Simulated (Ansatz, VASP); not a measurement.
## Mo: VASP beside Ansatz

```
Mo
1.0
     2.73664    0.00000    0.00000
    -0.91221    2.58013    0.00000
     0.00000    0.00000   25.40674
Mo
7
Cartesian
  0.0000 0.0000 6.0888
  0.9122 1.2901 8.2199
  0.0000 0.0000 10.4640
  0.9122 1.2901 12.7034
  0.0000 0.0000 14.9428
  0.9122 1.2901 17.1869
  0.0000 0.0000 19.3180
```

Alike in both runs: functional PBE; k mesh 16 × 16 × 1; occupations methfessel-paxton of order 1, width 0.1 eV; no spin polarisation.

Ansatz relaxed the structure, and its values are those at the end. VASP's run is a single point on that final structure, the one shown.

```csv
,VASP,Ansatz
version,VASP 6.6.1,Ansatz 0.2.0
potentials or method,"VASP PAW PBE potentials, release 64 (Mo_sv)","scalar-relativistic, plane waves, PAW"
plane-wave cutoff (eV),520,420
valence electrons in the cell,98,98
```

|  | VASP | Ansatz | Ansatz less VASP |
| --- | --- | --- | --- |
| gap on the k mesh at the Fermi level (eV) | none | none | - |
| rms of the force components (eV/Å) | 0.009 | 0.001 | -0.0080 |

A gap of «none» marks a metal or a gap that the smearing closes. With one functional, cell and mesh, what is left measures potentials, basis and numerics.
